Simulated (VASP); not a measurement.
**ZnS: single point with PBE**

ZnS:

```
CELL_PARAMETERS angstrom
3.44558 0.00000 0.00000
-1.72279 2.98396 0.00000
0.00000 0.00000 5.81635
ATOMIC_POSITIONS crystal
Zn 0.33333 0.66667 0.00479
Zn 0.66667 0.33333 0.50479
S 0.33333 0.66667 0.37021
S 0.66667 0.33333 0.87021
```

```json
{"Program": "VASP 6.6.1", "Task": "single point", "Functional": "PBE", "Potentials or basis": "VASP PAW PBE potentials, release 64 (Zn, S)", "Cutoff": "520 eV", "k mesh": "12 × 12 × 6", "Occupations": "gaussian, width 0.02 eV", "Spin": "no spin polarisation"}
```

* Pressure: 40.3 GPa
* Band gap on the k mesh: 2.92 eV (least direct gap 3.34 eV)

Levels at points of the mesh, in eV from the valence-band top:
```
           k point  band 14  band 15  band 16  band 17  band 18  band 19  band 20  band 21  band 22  band 23
(0.00, 0.00, 0.00)    -1.33    -1.33    -0.35     0.00     0.00     3.34     3.79     5.88     6.06     6.06
(0.50, 0.00, 0.00)    -5.40    -4.86    -3.34    -2.83    -1.32     3.31     4.50     4.71     6.42     8.06
(0.00, 0.00, 0.50)    -3.90    -0.71    -0.71    -0.71    -0.71     4.33     4.33     6.59     6.59     6.59
(0.50, 0.00, 0.50)    -6.33    -2.66    -2.66    -2.42    -2.42     3.23     3.23     4.81     4.81     8.90
```

It took 57 s on 1 thread of AMD EPYC 9R45 96-Core Processor (Zen 5), on a shared host, peak memory 0.21 GiB.

Caveat: the cell stands under pressure. A k mesh can miss the band edges.
